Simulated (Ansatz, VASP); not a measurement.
# Si2B2C in VASP and in Ansatz

```
CELL_PARAMETERS angstrom
2.90701 0.00000 0.00000
-1.45351 2.51755 0.00000
0.00000 0.00000 8.36161
ATOMIC_POSITIONS crystal
Si 0.33333 0.66667 0.15004
Si 0.33333 0.66667 0.84996
B 0.00000 0.00000 0.50000
B 0.33333 0.66667 0.50000
C 0.66667 0.33333 0.50000
```

Alike in both runs: task relaxation of cell and atoms; functional PBE; k mesh 12 × 12 × 6; occupations gaussian, width 0.1 eV; no spin polarisation.

```csv
,VASP,Ansatz
version,VASP 6.6.1,Ansatz 0.2.0
potentials or method,"VASP PAW PBE potentials, release 64 (Si, B, C), cutoff 600 eV","scalar-relativistic, plane waves, PAW"
valence electrons in the cell,18,18
```

Ansatz gave:

```
gap on the k mesh at the Fermi level, each at its own relaxed structure (eV) : none
relaxed volume (Å³/atom)                                                     : 12.21
relaxed length of the cell vector where the two differ most in proportion (Å)              : 8.279
```

Question: What did VASP give for the same quantities?

Answer: gap on the k mesh at the Fermi level, each at its own relaxed structure (eV): none; relaxed volume (Å³/atom): 12.16; relaxed length of the cell vector where the two differ most in proportion (Å): 8.251.

A gap of «none» marks a metal or a gap that the smearing closes.
